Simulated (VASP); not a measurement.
# Pt (Pm-3m) in VASP: further runs

Pt is run at these levels: revPBE; tasks: single point.

Everything below comes from runs of VASP 6.6.1. Logs are shortened: lines on timing, memory, paths and dates and some standing lists are left out, and cuts for length are marked.

**1. The cell of the first run**

It takes space group Pm-3m (No. 221, cubic). Conventional cell: a = 2.612 Å, b = 2.612 Å, c = 2.612 Å, α = 90.00°, β = 90.00°, γ = 90.00°. Within 3.4 Å of Pt (site symmetry m-3m) lie 6 Pt at 2.61 Å.

**2. Single point, revPBE**

The input, INCAR:

```
ALGO     = Normal         # electronic algorithm
EDIFF    = 1E-7           # SCF threshold, eV
ENCUT    = 520            # plane-wave cutoff, eV
GGA      = RE             # functional
ISIF     = 2              # what is computed and relaxed
ISMEAR   = 0              # smearing method
LASPH    = T              # aspherical terms in the spheres
LCHARG   = F              # write CHGCAR
LREAL    = F              # projectors in reciprocal space
LWAVE    = F              # write WAVECAR
NBANDS   = 11             # bands
NELM     = 100            # most SCF steps
PREC     = Accurate       # precision mode
SIGMA    = 0.1            # smearing width, eV
```

The input, KPOINTS:

```
k-points
0
Gamma
  7 7 7
```

The input, POSCAR:

```
Pt
1.0
    2.6118698592      0.0000000000      0.0000000000
    0.0000000000      2.6118698592      0.0000000000
    0.0000000000      0.0000000000      2.6118698592
Pt
1
Direct
    0.0000000000      0.0000000000      0.0000000000
```

Potentials or basis: VASP PAW PBE potentials, release 64 (Pt).

Run with:

```bash
$ cat potpaw_PBE.64/Pt/POTCAR > POTCAR
$ mpirun -np 1 vasp_std > vasp.out
```

OUTCAR:

```text
EDIFF = 1E-7
   ENCUT = 520
   GGA = RE
   ISIF = 2
   ISMEAR = 0
   LASPH = T
   LREAL = F
   NELM = 100
   PREC = Accurate

 ion  position               nearest neighbor table
   1  0.000  0.000  0.000-

  LATTYP: Found a simple cubic cell.
 ALAT       =     2.6118698592

  Lattice vectors:

 A1 = (   2.6118698592,   0.0000000000,   0.0000000000)
 A2 = (   0.0000000000,   2.6118698592,   0.0000000000)
 A3 = (   0.0000000000,   0.0000000000,   2.6118698592)

Analysis of symmetry for initial positions (statically):
=====================================================================
 Subroutine PRICEL returns:
 Original cell was already a primitive cell.

 Routine SETGRP: Setting up the symmetry group for a
 simple cubic supercell.

 Subroutine GETGRP returns: Found 48 space group operations
 (whereof 48 operations were pure point group operations)
 out of a pool of 48 trial point group operations.

The static configuration has the point symmetry O_h .

Analysis of symmetry for dynamics (positions and initial velocities):
=====================================================================
 Subroutine PRICEL returns:
 Original cell was already a primitive cell.

 Routine SETGRP: Setting up the symmetry group for a
 simple cubic supercell.

 Subroutine GETGRP returns: Found 48 space group operations
 (whereof 48 operations were pure point group operations)
 out of a pool of 48 trial point group operations.

The dynamic configuration has the point symmetry O_h .

 Subroutine INISYM returns: Found 48 space group operations
 (whereof 48 operations are pure point group operations),
 and found     1 'primitive' translations

----------------------------------------------------------------------------------------

                                     Primitive cell

  volume of cell :      17.8178

  direct lattice vectors                    reciprocal lattice vectors
     2.611869859  0.000000000  0.000000000     0.382867468  0.000000000  0.000000000
     0.000000000  2.611869859  0.000000000     0.000000000  0.382867468  0.000000000
     0.000000000  0.000000000  2.611869859     0.000000000  0.000000000  0.382867468

  length of vectors
     2.611869859  2.611869859  2.611869859     0.382867468  0.382867468  0.382867468

  position of ions in fractional coordinates (direct lattice)
     0.000000000  0.000000000  0.000000000

  ion indices of the primitive-cell ions
   primitive index   ion index
                 1           1

----------------------------------------------------------------------------------------

 KPOINTS: k-points

Automatic generation of k-mesh.
 Grid dimensions read from file:
 generate k-points for:    7    7    7

 Generating k-lattice:

  Cartesian coordinates                     Fractional coordinates (reciprocal lattice)
     0.054695353  0.000000000  0.000000000     0.142857143  0.000000000  0.000000000
     0.000000000  0.054695353  0.000000000     0.000000000  0.142857143  0.000000000
     0.000000000  0.000000000  0.054695353     0.000000000  0.000000000  0.142857143

  Length of vectors
     0.054695353  0.054695353  0.054695353

  Shift w.r.t. Gamma in fractional coordinates (k-lattice)
     0.000000000  0.000000000  0.000000000

 Subroutine IBZKPT returns following result:
 ===========================================

 Found     20 irreducible k-points:

 Following reciprocal coordinates:
            Coordinates               Weight
  0.000000  0.000000  0.000000      1.000000
  0.142857  0.000000  0.000000      6.000000
  0.285714  0.000000  0.000000      6.000000
  0.428571  0.000000  0.000000      6.000000
  0.142857  0.142857  0.000000     12.000000
  0.285714  0.142857  0.000000     24.000000
[... 12 lines left out ...]
  0.428571  0.428571  0.285714     24.000000
  0.428571  0.428571  0.428571      8.000000
   k-points           NKPTS =     20   k-points in BZ     NKDIM =     20   number of bands    NBANDS=     11
   number of dos      NEDOS =    301   number of ions     NIONS =      1
   total plane-waves  NPLWV =   8000
   dimension x,y,z NGX =    20 NGY =   20 NGZ =   20
   dimension x,y,z NGXF=    40 NGYF=   40 NGZF=   40
   ions per type =               1
   NGX,Y,Z   is equivalent  to a cutoff of  12.73, 12.73, 12.73 a.u.
   NGXF,Y,Z  is equivalent  to a cutoff of  25.46, 25.46, 25.46 a.u.
 SYSTEM =  unknown system
   PREC   = accura    normal or accurate (medium, high low for compatibility)
   ISTART =      0    job   : 0-new  1-cont  2-samecut
   ICHARG =      2    charge: 1-file 2-atom 10-const
   ISPIN  =      1    spin polarized calculation?
   LNONCOLLINEAR =      F non collinear calculations
   LSORBIT =      F    spin-orbit coupling
   LASPH  =      T    aspherical Exc in radial PAW
   ENCUT  =  520.0 eV  38.22 Ry    6.18 a.u.   4.86  4.86  4.86*2*pi/ulx,y,z
   NELM   =    100;   NELMIN=  2; NELMDL= -5     # of ELM steps
   EDIFF  = 0.1E-06   stopping-criterion for ELM
   LREAL  =      F    real-space projection
   EDIFFG = 0.1E-05   stopping-criterion for IOM
   NSW    =      0    number of steps for IOM
   IBRION =     -1    ionic relax: 0-MD 1-quasi-New 2-CG
   NFREE  =      0    steps in history (QN), initial steepest desc. (CG)
   ISIF   =      2    stress and relaxation
   ISYM   =      2    0-nonsym 1-usesym 2-fastsym
   POTIM  = 0.5000    time-step for ionic-motion
   TEBEG  =    0.0;   TEEND  =   0.0 temperature during run
   PSTRESS=    0.0 pullay stress
   NELECT =      10.0000    total number of electrons
   NUPDOWN=      -1.0000    fix difference up-down
   EMIN   =  10.00;   EMAX   =-10.00  energy-range for DOS
   EFERMI =   0.00;   METHOD = LEGACY
   ISMEAR =     0;   SIGMA  =   0.10  broadening in eV -4-tet -1-fermi 0-gaus
   EFERMI_NEDOS =   21; number of points for ismear=-14 and -15
   IALGO  =     38    algorithm
   IMIX   =      4    mixing-type and parameters
     AMIX     =   0.40;   BMIX     =  1.00
     AMIX_MAG =   1.60;   BMIX_MAG =  1.00
  volume/ion in A,a.u.               =      17.82       120.24
  Fermi-wavevector in a.u.,A,eV,Ry     =   1.350382  2.551852 24.810652  1.823531
  Thomas-Fermi vector in A             =   2.477891
   LORBIT       =      0    0 simple, 1 ext, 2 COOP (PROOUT), +10 PAW based schemes
   GGA     = RE    functional components
   LHFCALC =     F    Hartree Fock is set to
   AEXX    =    0.0000 exact exchange contribution
   IVDW    =     0    specifies the selected vdW correction
   LEPSILON=     F    determine dielectric tensor
   LRPA    =     F    only Hartree local field effects (RPA)
 non-spin polarized calculation
 Gauss-broadening in eV      SIGMA  =   0.10
  energy-cutoff  :      520.00
  volume of cell :       17.82
 maximum number of plane-waves:       489
 NGX is ok and might be reduce to    20
   NGX =  9   NGY =  9   NGZ =  9

 number of electron      10.0000002 magnetization

 Free energy of the ion-electron system (eV)
  ---------------------------------------------------
  ext. energy  EPLUGINS =         0.00000000
  ---------------------------------------------------
  free energy    TOTEN  =        -5.25795993 eV

  energy without entropy =       -5.25051032  energy(sigma->0) =       -5.25423513

 E-fermi :   8.5320     XC(G=0): -12.2832

 val. band max:        8.4922790746   @ k =   0.2857   0.1429   0.0000
 cond. band min:       8.5787771913   @ k =   0.4286   0.1429   0.0000
 fundamental gap:      0.0864981167
 Fermi energy:         8.5319734009

 k-point     1 :       0.0000    0.0000    0.0000
  band No.  band energies     occupation
      1       0.0110      2.00000
      2       2.7773      2.00000
      3       2.7773      2.00000
      4       8.8102      0.00008
      5       8.8102      0.00008
      6       8.8103      0.00008
      7      23.7579      0.00000
      8      23.7579      0.00000
      9      23.7579      0.00000
     10      29.5338      0.00000
     11      32.2272      0.00000

 k-point     2 :       0.1429    0.0000    0.0000
  band No.  band energies     occupation
      1       0.5571      2.00000
      2       2.8813      2.00000
      3       3.3134      2.00000
      4       8.3247      1.99662
      5       8.3247      1.99662
      6       8.8495      0.00001
      7      20.7745      0.00000
      8      24.7438      0.00000
      9      24.7438      0.00000
     10      29.7051      0.00000
     11      30.6814      0.00000

 k-point     3 :       0.2857    0.0000    0.0000
  band No.  band energies     occupation
      1       1.6850      2.00000
      2       3.1248      2.00000
      3       5.0476      2.00000
      4       7.3775      2.00000
      5       7.3775      2.00000
      6       8.9390      0.00000
      7      16.7090      0.00000
      8      26.8172      0.00000
      9      27.0192      0.00000
     10      27.0192      0.00000
     11      30.2304      0.00000

 k-point     4 :       0.4286    0.0000    0.0000
  band No.  band energies     occupation
      1       2.5163      2.00000
      2       3.3308      2.00000
      3       6.7203      2.00000
      4       6.7203      2.00000
      5       7.4353      2.00000
      6       9.0120      0.00000
      7      13.6068      0.00000
      8      25.1974      0.00000
      9      28.4413      0.00000
     10      29.2088      0.00000
     11      29.2088      0.00000
[... 183 lines left out ...]
 k-point    18 :       0.4286    0.2857    0.2857
  band No.  band energies     occupation
      1       3.8745      2.00000
      2       4.7303      2.00000
      3       5.3170      2.00000
      4       6.6526      2.00000
      5       7.7037      2.00000
      6      12.0562      0.00000
      7      16.8000      0.00000
      8      21.9626      0.00000
      9      24.0929      0.00000
     10      26.6198      0.00000
     11      27.6773      0.00000

 k-point    19 :       0.4286    0.4286    0.2857
  band No.  band energies     occupation
      1       3.3925      2.00000
      2       4.6372      2.00000
      3       4.7255      2.00000
      4       7.1901      2.00000
      5       9.7273      0.00000
      6      14.0857      0.00000
      7      17.5215      0.00000
      8      19.7469      0.00000
      9      21.1244      0.00000
     10      27.2929      0.00000
     11      29.0114      0.00000

 k-point    20 :       0.4286    0.4286    0.4286
  band No.  band energies     occupation
      1       3.6714      2.00000
      2       3.8573      2.00000
      3       3.8573      2.00000
      4       9.8328      0.00000
      5       9.8328      0.00000
      6      16.0660      0.00000
      7      19.0399      0.00000
      8      19.3250      0.00000
      9      19.3250      0.00000
     10      26.4050      0.00000
     11      27.9541      0.00000

------------------------ aborting loop because EDIFF is reached ----------------------------------------

  FORCE on cell =-STRESS in cart. coord.  units (eV):
  Direction    XX          YY          ZZ          XY          YZ          ZX
  --------------------------------------------------------------------------------------
  -------------------------------------------------------------------------------------
  Total        0.4972034      0.4972034      0.4972034      0.0000000     -0.0000000      0.0000000
  in kB       44.7084939     44.7084939     44.7084939      0.0000000     -0.0000000      0.0000000
  external PRESSURE =      44.7084939 kB  Pullay stress =       0.0000000 kB

 VOLUME and BASIS-vectors are now :
 -----------------------------------------------------------------------------
  energy-cutoff  :      520.00
  volume of cell :       17.82
      direct lattice vectors                 reciprocal lattice vectors
     2.611869859  0.000000000  0.000000000     0.382867468  0.000000000  0.000000000
     0.000000000  2.611869859  0.000000000     0.000000000  0.382867468  0.000000000
     0.000000000  0.000000000  2.611869859     0.000000000  0.000000000  0.382867468

 POSITION                                       TOTAL-FORCE (eV/Angst)
 -----------------------------------------------------------------------------------
      0.00000      0.00000      0.00000         0.000000      0.000000      0.000000
 -----------------------------------------------------------------------------------
    total drift:                                0.000000      0.000000      0.000000

  FREE ENERGIE OF THE ION-ELECTRON SYSTEM (eV)
  ---------------------------------------------------
  free  energy   TOTEN  =        -5.2579599290 eV

  energy  without entropy=       -5.2505103217  energy(sigma->0) =       -5.25423513
```

Wall time 2.6 s (1 thread of Intel Xeon 6975P-C, shared host); peak memory 0.13 GiB.

Results:

- Free energy: -5.2580 eV
- Pressure: 4.5 GPa
- Band gap on the k mesh: zero (band 5 reaches 9.83 eV, above the bottom of band 6 at 7.67 eV)

Levels at points of the mesh, in eV from the Fermi level:
```tsv
k point	band 1	band 2	band 3	band 4	band 5	band 6	band 7	band 8	band 9	band 10
(0.00, 0.00, 0.00)	-8.52	-5.75	-5.75	0.28	0.28	0.28	15.23	15.23	15.23	21.00
```

Caveat: the PAW data sets were made with another functional, which shifts forces and pressure a little; spin-orbit coupling is left out, which moves the levels of the heavy elements.

**3. Single point, revPBE**

This run uses another cell than the first one, of 17.41 Å³/atom, 0.977 times its volume.

The input, INCAR:

```
SYSTEM = Pt
PREC     = Accurate       ! precision mode
ENCUT    = 520            ! plane-wave cutoff, eV
EDIFF    = 1E-7           ! SCF threshold, eV
ISMEAR   = 0              ! smearing method
SIGMA    = 0.1            ! smearing width, eV
LREAL    = .False.        ! projectors in reciprocal space
LASPH    = .True.         ! aspherical terms in the spheres
NELM     = 60             ! most SCF steps
ALGO     = Normal         ! electronic algorithm
ISIF     = 2              ! what is computed and relaxed
LWAVE    = .False.        ! write WAVECAR
LCHARG   = .False.        ! write CHGCAR
GGA      = RE             ! functional
NBANDS   = 11             ! bands
```

The input, KPOINTS:

```
regular mesh
0
Gamma
  7 7 7
  0 0 0
```

The input, POSCAR:

```
Pt
1.0
    2.5920066038      0.0000000000      0.0000000000
    0.0000000000      2.5920066038      0.0000000000
    0.0000000000      0.0000000000      2.5920066038
Pt
1
Direct
    0.0000000000      0.0000000000      0.0000000000
```

Potentials or basis: VASP PAW PBE potentials, release 64 (Pt).

Run with:

```bash
$ cat potpaw_PBE.64/Pt/POTCAR > POTCAR
$ mpirun -np 1 vasp_std > vasp.out
```

Wall time 2.8 s (1 thread of Intel Xeon 6975P-C, shared host); peak memory 0.13 GiB.

Results (log left out):

```yaml
Free_energy: -5.2403 eV
Pressure: 9.4 GPa
Band_gap_on_the_k_mesh: zero (band 5 reaches 10.27 eV, above the bottom of band 6 at 8.02 eV)
```

Levels at points of the mesh, in eV from the Fermi level:
```
           k point  band 2  band 3  band 4  band 5  band 6  band 7  band 8  band 9
(0.00, 0.00, 0.00)   -5.96   -5.96    0.29    0.29    0.29   15.34   15.34   15.34
```

Caveat: the PAW data sets were made with another functional, which shifts forces and pressure a little; spin-orbit coupling is left out, which moves the levels of the heavy elements.

**4. Single point, revPBE**

This run uses another cell than the first one, of 16.74 Å³/atom, 0.940 times its volume.

The input, INCAR:

```
PREC     = Accurate       # precision mode
ENCUT    = 520            # plane-wave cutoff, eV
EDIFF    = 1E-7           # SCF threshold, eV
ISMEAR   = 0              # smearing method
SIGMA    = 0.1            # smearing width, eV
LREAL    = F              # projectors in reciprocal space
LASPH    = T              # aspherical terms in the spheres
NELM     = 80             # most SCF steps
ALGO     = Normal         # electronic algorithm
ISIF     = 2              # what is computed and relaxed
LWAVE    = F              # write WAVECAR
LCHARG   = T              # write CHGCAR
GGA      = RE             # functional
LELF     = T              # ELF
LVHAR    = T            
NBANDS   = 11             # bands
```

The input, KPOINTS:

```
regular mesh
0
Gamma
  7 7 7
```

The input, POSCAR:

```
Pt
1.0
    2.5582212762      0.0000000000      0.0000000000
    0.0000000000      2.5582212762      0.0000000000
    0.0000000000      0.0000000000      2.5582212762
Pt
1
Direct
    0.0000000000      0.0000000000      0.0000000000
```

Run with:

```bash
$ cat potpaw_PBE.64/Pt/POTCAR > POTCAR
$ mpirun -np 1 vasp_std > vasp.out
```

It took 2.7 s on 1 thread of Intel Xeon 6975P-C, shared host; peak memory 0.13 GiB.

The run converged. Its results:

| Item | Value |
| --- | --- |
| Free energy | -5.1802 eV |
| Pressure | 19.4 GPa |
| Band gap on the k mesh | zero (band 5 reaches 11.03 eV, above the bottom of band 6 at 8.63 eV) |

Levels at points of the mesh, in eV from the Fermi level:
```tsv
k point	band 1	band 2	band 3	band 4	band 5	band 6	band 7	band 8	band 9	band 10
(0.00, 0.00, 0.00)	-9.14	-6.32	-6.32	0.32	0.32	0.32	15.54	15.54	15.54	21.66
```

Caveat: the PAW data sets were made with another functional, which shifts forces and pressure a little; spin-orbit coupling is left out, which moves the levels of the heavy elements.

**5. Single point, revPBE**

This run uses another cell than the first one, of 18.28 Å³/atom, 1.026 times its volume.

The input, INCAR:

```
SYSTEM = Pt
PREC     = Accurate       ! precision mode
ENCUT    = 520            ! plane-wave cutoff, eV
EDIFF    = 1E-6           ! SCF threshold, eV
ISMEAR   = 0              ! smearing method
SIGMA    = 0.1            ! smearing width, eV
LREAL    = .FALSE.        ! projectors in reciprocal space
LASPH    = .TRUE.         ! aspherical terms in the spheres
NELM     = 60             ! most SCF steps
ALGO     = Normal         ! electronic algorithm
ISIF     = 2              ! what is computed and relaxed
LWAVE    = .FALSE.        ! write WAVECAR
LCHARG   = .TRUE.         ! write CHGCAR
GGA      = RE             ! functional
LELF     = .TRUE.         ! ELF
LVHAR    = .TRUE.       
NBANDS   = 11             ! bands
```

The input, KPOINTS:

```
Automatic mesh
0
G
  7 7 7
  0 0 0
```

The input, POSCAR:

```
Pt
1.0
    2.6343986479      0.0000000000      0.0000000000
    0.0000000000      2.6343986479      0.0000000000
    0.0000000000      0.0000000000      2.6343986479
Pt
1
Direct
    0.0000000000      0.0000000000      0.0000000000
```

Run with:

```bash
$ cat potpaw_PBE.64/Pt/POTCAR > POTCAR
$ mpirun -np 1 vasp_std > vasp.out
```

Run time: 3 s. Hardware: 1 thread of Intel Xeon 6975P-C, shared host; peak memory 0.12 GiB.

Results (log left out):

| Quantity | Value |
| --- | --- |
| Free energy | -5.2639 eV |
| Pressure | -0.5 GPa |
| Band gap on the k mesh | zero (band 5 reaches 9.36 eV, above the bottom of band 6 at 7.29 eV) |

Levels at points of the mesh, in eV from the Fermi level:
```
           k point  band 2  band 3  band 4  band 5  band 6  band 7  band 8  band 9
(0.00, 0.00, 0.00)   -5.53   -5.53    0.26    0.26    0.26   15.10   15.10   15.10
```

Caveat: the PAW data sets were made with another functional, which shifts forces and pressure a little; spin-orbit coupling is left out, which moves the levels of the heavy elements.

**6. Summary**

| cell | gap on the mesh (eV) | pressure (GPa) |
| --- | --- | --- |
| a = 2.612 Å, 1 atom | none | 4.5 |
| a = 2.592 Å, 1 atom | none | 9.4 |
| a = 2.558 Å, 1 atom | none | 19.4 |
| a = 2.634 Å, 1 atom | none | -0.5 |

Alike in all rows: task single point; level revPBE; potentials or basis VASP PAW PBE potentials, release 64 (Pt); no spin polarisation; k mesh 7 × 7 × 7; cutoff (eV) 520; smearing gaussian 0.1 eV.

Caveats: the PAW data sets were made with another functional, which shifts forces and pressure a little; spin-orbit coupling is left out, which moves the levels of the heavy elements.

Total energies depend on the potentials used, so only differences within one code and one set of settings carry meaning.
